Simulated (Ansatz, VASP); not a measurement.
**One calculation of PbS, two programs**

```xyz
2
Lattice="0.0000 2.9657 2.9657 2.9657 0.0000 2.9657 2.9657 2.9657 0.0000" Properties=species:S:1:pos:R:3 pbc="T T T"
Pb    0.0000    0.0000    0.0000
S     2.9657    2.9657    2.9657
```

Alike in both runs: task relaxation of cell and atoms; functional PBE; dispersion D4; k mesh 5 × 5 × 5; no spin polarisation.

|  | VASP | Ansatz |
| --- | --- | --- |
| version | VASP 6.6.1 | Ansatz 0.2.0 |
| potentials or method | VASP PAW PBE potentials, release 64 (Pb_d, S), cutoff 500 eV | plane waves, PAW |
| occupations | gaussian, width 0.01 eV | fixed |
| valence electrons in the cell | 20 | 20 |

```tsv
	VASP	Ansatz	Ansatz less VASP
relaxed volume (Å³/atom)	26.01	26.04	+0.033
relaxed cell length with the largest relative difference (Å)	4.190	4.192	+0.0018
```

Ansatz's warnings: relaxed geometry near dispersion switch, stress scf threshold loose.

Spin-orbit coupling is off throughout.
